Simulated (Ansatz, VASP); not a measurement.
One calculation of PbF2, two programs

```
Pb F
1.0
     0.00000    2.96366    2.96366
     2.96366    0.00000    2.96366
     2.96366    2.96366    0.00000
Pb F
1 2
Direct
  0.00000 0.00000 0.00000
  0.25000 0.25000 0.25000
  0.75000 0.75000 0.75000
```

Alike in both runs: functional PBE; k mesh 8 × 8 × 8; occupations fermi-dirac, width 0.03 eV; no spin polarisation.

Ansatz relaxed the structure, and its values are those at the end. VASP's run is a single point on that final structure, the one shown.

```csv
,VASP,Ansatz
version,VASP 6.6.1,Ansatz 0.2.0
potentials or method,"VASP PAW PBE potentials, release 64 (Pb_d, F)","PAW with Ansatz's default frozen-core files, scalar-relativistic"
plane-wave cutoff (eV),520,420
valence electrons in the cell,28,28
```

```csv
,VASP,Ansatz,Ansatz less VASP
gap on the k mesh at the Fermi level (eV),4.42,4.42,+0.004
pressure (GPa),2.5,2.7,+0.21
```

With one functional, cell and mesh, what is left measures potentials, basis and numerics. Ansatz's warnings: stress scf threshold loose.

Neither program's run includes spin-orbit coupling.
